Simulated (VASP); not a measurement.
# Ti (Fm-3m) in VASP: notebook

The runs below take Ti through single point, with PBE.

All numbers are computed with VASP 6.6.1; they aren't measurements. Logs are shortened: lines on timing, memory, paths and dates and some standing lists are left out, and cuts for length are marked.

**1. The cell of the first run**

Symmetry: Fm-3m, No. 225, cubic system. Conventional cell: a = 4.112 Å, b = 4.112 Å, c = 4.112 Å, α = 90.00°, β = 90.00°, γ = 90.00°. Within 3.8 Å of Ti (site symmetry m-3m) lie 12 Ti at 2.91 Å.

This isn't the form of Ti at room conditions, which is hcp.

**2. Single point, PBE**

File INCAR:

```
SYSTEM = Ti
PREC = Accurate
ENCUT = 520
EDIFF = 1E-7
ISMEAR = 0
SIGMA = 0.1
LREAL = .FALSE.
LASPH = .TRUE.
NELM = 100
ALGO = Fast
ISIF = 2
LWAVE = .FALSE.
LCHARG = .FALSE.
GGA = PE
NBANDS = 12
```

File KPOINTS:

```
Automatic mesh
0
G
  18 18 18
  0 0 0
```

File POSCAR:

```
Ti
1.0
    0.0000000000      2.0558584512      2.0558584512
    2.0558584512      0.0000000000      2.0558584512
    2.0558584512      2.0558584512      0.0000000000
Ti
1
Direct
    0.0000000000      0.0000000000      0.0000000000
```

Potentials or basis: VASP PAW PBE potentials, release 64 (Ti_sv).

Started as:

```sh
$ cat potpaw_PBE.64/Ti_sv/POTCAR > POTCAR
$ mpirun -np 1 vasp_std > vasp.out
```

OUTCAR:

```text
SYSTEM = Ti
   PREC = Accurate
   ENCUT = 520
   EDIFF = 1E-7
   ISMEAR = 0
   LREAL = .FALSE.
   LASPH = .TRUE.
   NELM = 100
   ISIF = 2
   GGA = PE

 ion  position               nearest neighbor table
   1  0.000  0.000  0.000-

  LATTYP: Found a face centered cubic cell.
 ALAT       =     4.1117169024

  Lattice vectors:

 A1 = (   0.0000000000,   2.0558584512,   2.0558584512)
 A2 = (   2.0558584512,   0.0000000000,   2.0558584512)
 A3 = (   2.0558584512,   2.0558584512,   0.0000000000)

Analysis of symmetry for initial positions (statically):
=====================================================================
 Subroutine PRICEL returns:
 Original cell was already a primitive cell.

 Routine SETGRP: Setting up the symmetry group for a
 face centered cubic supercell.

 Subroutine GETGRP returns: Found 48 space group operations
 (whereof 48 operations were pure point group operations)
 out of a pool of 48 trial point group operations.

The static configuration has the point symmetry O_h .

Analysis of symmetry for dynamics (positions and initial velocities):
=====================================================================
 Subroutine PRICEL returns:
 Original cell was already a primitive cell.

 Routine SETGRP: Setting up the symmetry group for a
 face centered cubic supercell.

 Subroutine GETGRP returns: Found 48 space group operations
 (whereof 48 operations were pure point group operations)
 out of a pool of 48 trial point group operations.

The dynamic configuration has the point symmetry O_h .

 Subroutine INISYM returns: Found 48 space group operations
 (whereof 48 operations are pure point group operations),
 and found     1 'primitive' translations

----------------------------------------------------------------------------------------

                                     Primitive cell

  volume of cell :      17.3784

  direct lattice vectors                    reciprocal lattice vectors
     0.000000000  2.055858451  2.055858451    -0.243207406  0.243207406  0.243207406
     2.055858451  0.000000000  2.055858451     0.243207406 -0.243207406  0.243207406
     2.055858451  2.055858451  0.000000000     0.243207406  0.243207406 -0.243207406

  length of vectors
     2.907422904  2.907422904  2.907422904     0.421247583  0.421247583  0.421247583

  position of ions in fractional coordinates (direct lattice)
     0.000000000  0.000000000  0.000000000

  ion indices of the primitive-cell ions
   primitive index   ion index
                 1           1

----------------------------------------------------------------------------------------

 KPOINTS: Automatic mesh

Automatic generation of k-mesh.
 Grid dimensions read from file:
 generate k-points for:   18   18   18

 Generating k-lattice:

  Cartesian coordinates                     Fractional coordinates (reciprocal lattice)
    -0.013511523  0.013511523  0.013511523     0.055555556  0.000000000  0.000000000
     0.013511523 -0.013511523  0.013511523     0.000000000  0.055555556  0.000000000
     0.013511523  0.013511523 -0.013511523     0.000000000  0.000000000  0.055555556

  Length of vectors
     0.023402644  0.023402644  0.023402644

  Shift w.r.t. Gamma in fractional coordinates (k-lattice)
     0.000000000  0.000000000  0.000000000

 Subroutine IBZKPT returns following result:
 ===========================================

 Found    195 irreducible k-points:

 Following reciprocal coordinates:
            Coordinates               Weight
  0.000000  0.000000  0.000000      1.000000
  0.055556  0.000000  0.000000      8.000000
  0.111111  0.000000  0.000000      8.000000
  0.166667  0.000000  0.000000      8.000000
  0.222222  0.000000  0.000000      8.000000
  0.277778  0.000000  0.000000      8.000000
[... 16 lines left out ...]
 -0.277778  0.055556  0.000000     24.000000
 -0.222222  0.055556  0.000000     24.000000
 [... further k-points ...]
   k-points           NKPTS =    195   k-points in BZ     NKDIM =    195   number of bands    NBANDS=     12
   number of dos      NEDOS =    301   number of ions     NIONS =      1
   total plane-waves  NPLWV =  13824
   dimension x,y,z NGX =    24 NGY =   24 NGZ =   24
   dimension x,y,z NGXF=    48 NGYF=   48 NGZF=   48
   ions per type =               1
   NGX,Y,Z   is equivalent  to a cutoff of  13.72, 13.72, 13.72 a.u.
   NGXF,Y,Z  is equivalent  to a cutoff of  27.45, 27.45, 27.45 a.u.
 SYSTEM =  Ti
   PREC   = accura    normal or accurate (medium, high low for compatibility)
   ISTART =      0    job   : 0-new  1-cont  2-samecut
   ICHARG =      2    charge: 1-file 2-atom 10-const
   ISPIN  =      1    spin polarized calculation?
   LNONCOLLINEAR =      F non collinear calculations
   LSORBIT =      F    spin-orbit coupling
   LASPH  =      T    aspherical Exc in radial PAW
   ENCUT  =  520.0 eV  38.22 Ry    6.18 a.u.   5.41  5.41  5.41*2*pi/ulx,y,z
   NELM   =    100;   NELMIN=  2; NELMDL= -5     # of ELM steps
   EDIFF  = 0.1E-06   stopping-criterion for ELM
   LREAL  =      F    real-space projection
   EDIFFG = 0.1E-05   stopping-criterion for IOM
   NSW    =      0    number of steps for IOM
   IBRION =     -1    ionic relax: 0-MD 1-quasi-New 2-CG
   NFREE  =      0    steps in history (QN), initial steepest desc. (CG)
   ISIF   =      2    stress and relaxation
   ISYM   =      2    0-nonsym 1-usesym 2-fastsym
   POTIM  = 0.5000    time-step for ionic-motion
   TEBEG  =    0.0;   TEEND  =   0.0 temperature during run
   PSTRESS=    0.0 pullay stress
   NELECT =      12.0000    total number of electrons
   NUPDOWN=      -1.0000    fix difference up-down
   EMIN   =  10.00;   EMAX   =-10.00  energy-range for DOS
   EFERMI =   0.00;   METHOD = LEGACY
   ISMEAR =     0;   SIGMA  =   0.10  broadening in eV -4-tet -1-fermi 0-gaus
   EFERMI_NEDOS =   21; number of points for ismear=-14 and -15
   IALGO  =     68    algorithm
   IMIX   =      4    mixing-type and parameters
     AMIX     =   0.40;   BMIX     =  1.00
     AMIX_MAG =   1.60;   BMIX_MAG =  1.00
  volume/ion in A,a.u.               =      17.38       117.28
  Fermi-wavevector in a.u.,A,eV,Ry     =   1.446989  2.734414 28.487586  2.093779
  Thomas-Fermi vector in A             =   2.564995
   LORBIT       =      0    0 simple, 1 ext, 2 COOP (PROOUT), +10 PAW based schemes
   GGA     = PE    functional components
   LHFCALC =     F    Hartree Fock is set to
   AEXX    =    0.0000 exact exchange contribution
   IVDW    =     0    specifies the selected vdW correction
   LEPSILON=     F    determine dielectric tensor
   LRPA    =     F    only Hartree local field effects (RPA)
 non-spin polarized calculation
 RMM-DIIS sequential band-by-band and
 Gauss-broadening in eV      SIGMA  =   0.10
  energy-cutoff  :      520.00
  volume of cell :       17.38
 maximum number of plane-waves:       489
 NGX is ok and might be reduce to    24

 number of electron      12.0000002 magnetization

 Free energy of the ion-electron system (eV)
  ---------------------------------------------------
  ext. energy  EPLUGINS =         0.00000000
  ---------------------------------------------------
  free energy    TOTEN  =        -7.78207686 eV

  energy without entropy =       -7.77324956  energy(sigma->0) =       -7.77766321

 E-fermi :   8.2145     XC(G=0): -11.4961

 val. band max:        8.2100787995   @ k =  -0.3889   0.3889   0.1667
 cond. band min:       8.2240104250   @ k =   0.2778   0.0000   0.0000
 fundamental gap:      0.0139316255
 Fermi energy:         8.2145440047

 k-point     1 :       0.0000    0.0000    0.0000
  band No.  band energies     occupation
      1     -48.4976      2.00000
      2     -24.3577      2.00000
      3     -24.3577      2.00000
      4     -24.3577      2.00000
      5       2.1192      2.00000
      6       9.0884      0.00000
      7       9.0884      0.00000
      8       9.0884      0.00000
      9      10.7178      0.00000
     10      10.7178      0.00000
     11      23.4572      0.00000
     12      27.9301      0.00000

 k-point     2 :       0.0556    0.0000    0.0000
  band No.  band energies     occupation
      1     -48.4940      2.00000
      2     -24.3785      2.00000
      3     -24.3603      2.00000
      4     -24.3603      2.00000
      5       2.2193      2.00000
      6       9.0263      0.00000
      7       9.1247      0.00000
      8       9.1247      0.00000
      9      10.6941      0.00000
     10      10.6941      0.00000
     11      23.5393      0.00000
     12      27.0976      0.00000

 k-point     3 :       0.1111    0.0000    0.0000
  band No.  band energies     occupation
      1     -48.4836      2.00000
      2     -24.4382      2.00000
      3     -24.3678      2.00000
      4     -24.3678      2.00000
      5       2.5128      2.00000
      6       8.8567      0.00000
      7       9.2195      0.00000
      8       9.2195      0.00000
      9      10.6407      0.00000
     10      10.6407      0.00000
     11      23.6787      0.00000
     12      25.6259      0.00000
[... 286 lines left out ...]
 k-point    23 :      -0.2778    0.0556    0.0000
  band No.  band energies     occupation
      1     -48.4176      2.00000
      2     -24.7906      2.00000
      3     -24.4353      2.00000
      4     -24.4066      2.00000
      5       4.5362      2.00000
      6       8.1518      1.62537
      7       9.2169      0.00000
      8       9.3255      0.00000
      9      10.7906      0.00000
     10      11.2767      0.00000
     11      19.9123      0.00000
     12      23.7752      0.00000

 k-point    24 :      -0.2222    0.0556    0.0000
  band No.  band energies     occupation
      1     -48.4383      2.00000
      2     -24.6795      2.00000
      3     -24.4199      2.00000
      4     -24.3914      2.00000
      5       3.8736      2.00000
      6       8.2770      0.37711
      7       9.3192      0.00000
      8       9.4187      0.00000
      9      10.5223      0.00000
     10      11.0007      0.00000
     11      21.4284      0.00000
     12      24.1419      0.00000

 [... further k-points ...]

------------------------ aborting loop because EDIFF is reached ----------------------------------------

  FORCE on cell =-STRESS in cart. coord.  units (eV):
  Direction    XX          YY          ZZ          XY          YZ          ZX
  --------------------------------------------------------------------------------------
  -------------------------------------------------------------------------------------
  Total       -0.0279104     -0.0279104     -0.0279104      0.0000000      0.0000000     -0.0000000
  in kB       -2.5731580     -2.5731580     -2.5731580      0.0000000      0.0000000     -0.0000000
  external PRESSURE =      -2.5731580 kB  Pullay stress =       0.0000000 kB

 VOLUME and BASIS-vectors are now :
 -----------------------------------------------------------------------------
  energy-cutoff  :      520.00
  volume of cell :       17.38
      direct lattice vectors                 reciprocal lattice vectors
     0.000000000  2.055858451  2.055858451    -0.243207406  0.243207406  0.243207406
     2.055858451  0.000000000  2.055858451     0.243207406 -0.243207406  0.243207406
     2.055858451  2.055858451  0.000000000     0.243207406  0.243207406 -0.243207406

 POSITION                                       TOTAL-FORCE (eV/Angst)
 -----------------------------------------------------------------------------------
      0.00000      0.00000      0.00000         0.000000      0.000000      0.000000
 -----------------------------------------------------------------------------------
    total drift:                                0.000000     -0.000000     -0.000000

  FREE ENERGIE OF THE ION-ELECTRON SYSTEM (eV)
  ---------------------------------------------------
  free  energy   TOTEN  =        -7.7820768589 eV

  energy  without entropy=       -7.7732495612  energy(sigma->0) =       -7.77766321
```

It took 100 s on 1 thread of Intel Xeon 8259CL, shared host; peak memory 0.17 GiB.

What came out:

```
Free energy            : -7.7821 eV
Pressure               : -0.3 GPa
Band gap on the k mesh : zero (bands 6 and 7 overlap by 1.31 eV)
```

**3. Single point, PBE**

This run uses another cell than the first one: it holds 6 atoms, not 1.

File INCAR:

```
SYSTEM = Ti
ALGO = Fast
EDIFF = 1E-6
ENCUT = 520
GGA = PE
ISIF = 2
ISMEAR = 0
LASPH = .True.
LCHARG = .False.
LREAL = .False.
LWAVE = .False.
NBANDS = 45
NELM = 60
PREC = Accurate
SIGMA = 0.15
```

File KPOINTS:

```
k-points
0
Gamma
  15 15 4
  0 0 0
```

File POSCAR:

```
Ti
1.0
   -2.0558584512     -2.0558584512      0.0000000000
    2.0558584512     -2.0558584512      0.0000000000
    0.0000000000      0.0000000000     12.3351507070
Ti
6
Direct
    0.0000000000      0.0000000000      0.0000000000
    0.5000000000      0.5000000000      0.1666666667
    0.0000000000      0.0000000000      0.3333333333
    0.5000000000      0.5000000000      0.5000000000
    0.0000000000      0.0000000000      0.6666666667
    0.5000000000      0.5000000000      0.8333333333
```

Potentials or basis: VASP PAW PBE potentials, release 64 (Ti_sv).

Started as:

```sh
$ cat potpaw_PBE.64/Ti_sv/POTCAR > POTCAR
$ mpirun -np 1 vasp_std > vasp.out
```

OUTCAR:

```text
SYSTEM = Ti
   EDIFF = 1E-6
   ENCUT = 520
   GGA = PE
   ISIF = 2
   ISMEAR = 0
   LASPH = .True.
   LREAL = .False.
   NELM = 60
   PREC = Accurate

 ion  position               nearest neighbor table
   1  0.000  0.000  0.000-   2 2.91   6 2.91   2 2.91   6 2.91   2 2.91   6 2.91   2 2.91   6 2.91

   2  0.500  0.500  0.167-   3 2.91   3 2.91   3 2.91   3 2.91   1 2.91   1 2.91   1 2.91   1 2.91

   3  0.000  0.000  0.333-   2 2.91   2 2.91   2 2.91   2 2.91   4 2.91   4 2.91   4 2.91   4 2.91

   4  0.500  0.500  0.500-   3 2.91   5 2.91   3 2.91   5 2.91   3 2.91   5 2.91   3 2.91   5 2.91

   5  0.000  0.000  0.667-   6 2.91   6 2.91   6 2.91   6 2.91   4 2.91   4 2.91   4 2.91   4 2.91

   6  0.500  0.500  0.833-   5 2.91   5 2.91   5 2.91   5 2.91   1 2.91   1 2.91   1 2.91   1 2.91

  LATTYP: Found a simple tetragonal cell.
 ALAT       =     2.9074229040
 C/A-ratio  =     4.2426406871

  Lattice vectors:

 A1 = (  -2.0558584512,  -2.0558584512,   0.0000000000)
 A2 = (   2.0558584512,  -2.0558584512,   0.0000000000)
[... 197 lines left out ...]

 val. band max:        8.2124983709   @ k =   0.2667   0.1333   0.2500
 cond. band min:       8.2198901170   @ k =   0.2000   0.1333   0.2500
 fundamental gap:      0.0073917461
 Fermi energy:         8.2151578202

 k-point     1 :       0.0000    0.0000    0.0000
  band No.  band energies     occupation
      1     -48.4978      2.00000
      2     -48.4578      2.00000
      3     -48.4578      2.00000
      4     -48.3773      2.00000
      5     -48.3773      2.00000
      6     -48.3368      2.00000
[... 1141 lines left out ...]
     44       9.7960      0.00000
     45       9.9346      0.00000

 [... further k-points ...]

------------------------ aborting loop because EDIFF is reached ----------------------------------------

  FORCE on cell =-STRESS in cart. coord.  units (eV):
  Direction    XX          YY          ZZ          XY          YZ          ZX
  --------------------------------------------------------------------------------------
  -------------------------------------------------------------------------------------
  Total       -0.1472248     -0.1472248     -0.1511807      0.0000000     -0.0000000     -0.0000000
  in kB       -2.2621977     -2.2621977     -2.3229832      0.0000000     -0.0000000     -0.0000000
  external PRESSURE =      -2.2824595 kB  Pullay stress =       0.0000000 kB

 VOLUME and BASIS-vectors are now :
 -----------------------------------------------------------------------------
  energy-cutoff  :      520.00
  volume of cell :      104.27
      direct lattice vectors                 reciprocal lattice vectors
    -2.055858451 -2.055858451  0.000000000    -0.243207406 -0.243207406  0.000000000
     2.055858451 -2.055858451  0.000000000     0.243207406 -0.243207406  0.000000000
     0.000000000  0.000000000 12.335150707     0.000000000  0.000000000  0.081069135

 POSITION                                       TOTAL-FORCE (eV/Angst)
 -----------------------------------------------------------------------------------
      0.00000      0.00000      0.00000        -0.000000     -0.000000     -0.000000
      0.00000     -2.05586      2.05586         0.000000     -0.000000      0.000000
      0.00000      0.00000      4.11172        -0.000000     -0.000000     -0.000000
      0.00000     -2.05586      6.16758        -0.000000      0.000000     -0.000000
      0.00000      0.00000      8.22343         0.000000      0.000000      0.000000
      0.00000     -2.05586     10.27929         0.000000      0.000000     -0.000000
 -----------------------------------------------------------------------------------
    total drift:                               -0.000000      0.000000      0.000000

  FREE ENERGIE OF THE ION-ELECTRON SYSTEM (eV)
  ---------------------------------------------------
  free  energy   TOTEN  =       -46.7261356271 eV

  energy  without entropy=      -46.6087409184  energy(sigma->0) =      -46.66743827
```

OSZICAR:

```text
N       E                     dE             d eps       ncg     rms          rms(c)
DAV:   1     0.995356109262E+03    0.99536E+03   -0.36374E+04  9720   0.200E+03
DAV:   2     0.815142482641E+02   -0.91384E+03   -0.89956E+03  9720   0.612E+02
DAV:   3    -0.362600160825E+02   -0.11777E+03   -0.11377E+03 15006   0.187E+02
[... 41 lines left out ...]
RMM:  45    -0.467261331755E+02   -0.91703E-06   -0.14896E-05  8531   0.110E-02    0.737E-03
RMM:  46    -0.467261339131E+02   -0.73759E-06   -0.12855E-05  8292   0.105E-02    0.766E-03
RMM:  47    -0.467261345631E+02   -0.64992E-06   -0.11755E-05  8193   0.101E-02    0.800E-03
RMM:  48    -0.467261351484E+02   -0.58531E-06   -0.10906E-05  8078   0.978E-03    0.823E-03
RMM:  49    -0.467261356271E+02   -0.47878E-06   -0.96722E-06  7875   0.947E-03
   1 F= -.46726136E+02 E0= -.46667438E+02  d E =-.117395E+00
```

stdout:

```text
POSCAR found type information on POSCAR Ti
 POSCAR found :  1 types and       6 ions
 scaLAPACK will be used
 LDA part: xc-table for (Slater+PW92), standard interpolation
 POSCAR, INCAR and KPOINTS ok, starting setup
 FFT: planning ... GRIDC
 FFT: planning ... GRID_SOFT
 FFT: planning ... GRID
 WAVECAR not read
 entering main loop
WARNING in EDDRMM: call to ZHEGV failed, returncode =   8  4     32
WARNING in EDDRMM: call to ZHEGV failed, returncode =   6  3     16
WARNING in EDDRMM: call to ZHEGV failed, returncode =   8  4     32
WARNING in EDDRMM: call to ZHEGV failed, returncode =   6  3     24
WARNING in EDDRMM: call to ZHEGV failed, returncode =   8  4     25
WARNING in EDDRMM: call to ZHEGV failed, returncode =   6  3     20
WARNING in EDDRMM: call to ZHEGV failed, returncode =   6  3     21
WARNING in EDDRMM: call to ZHEGV failed, returncode =   6  3     19
WARNING in EDDRMM: call to ZHEGV failed, returncode =   8  4     22
WARNING in EDDRMM: call to ZHEGV failed, returncode =   8  4     27
[... 27 lines left out ...]
WARNING in EDDRMM: call to ZHEGV failed, returncode =   6  3     39
WARNING in EDDRMM: call to ZHEGV failed, returncode =   8  4     11
WARNING in EDDRMM: call to ZHEGV failed, returncode =   8  4     25
WARNING in EDDRMM: call to ZHEGV failed, returncode =   6  3     28
WARNING in EDDRMM: call to ZHEGV failed, returncode =   6  3     38
WARNING in EDDRMM: call to ZHEGV failed, returncode =   6  3     14
WARNING in EDDRMM: call to ZHEGV failed, returncode =   6  3     14
WARNING in EDDRMM: call to ZHEGV failed, returncode =   8  4     45
WARNING in EDDRMM: call to ZHEGV failed, returncode =   6  3     33
WARNING in EDDRMM: call to ZHEGV failed, returncode =   8  4      8
```

Run time: 47 min. Hardware: 1 thread of Intel Xeon 8259CL, shared host; peak memory 0.47 GiB.

Results:

```yaml
Free_energy: -46.7261 eV
Pressure: -0.2 GPa
Band_gap_on_the_k_mesh: zero (bands 36 and 37 overlap by 1.25 eV)
```
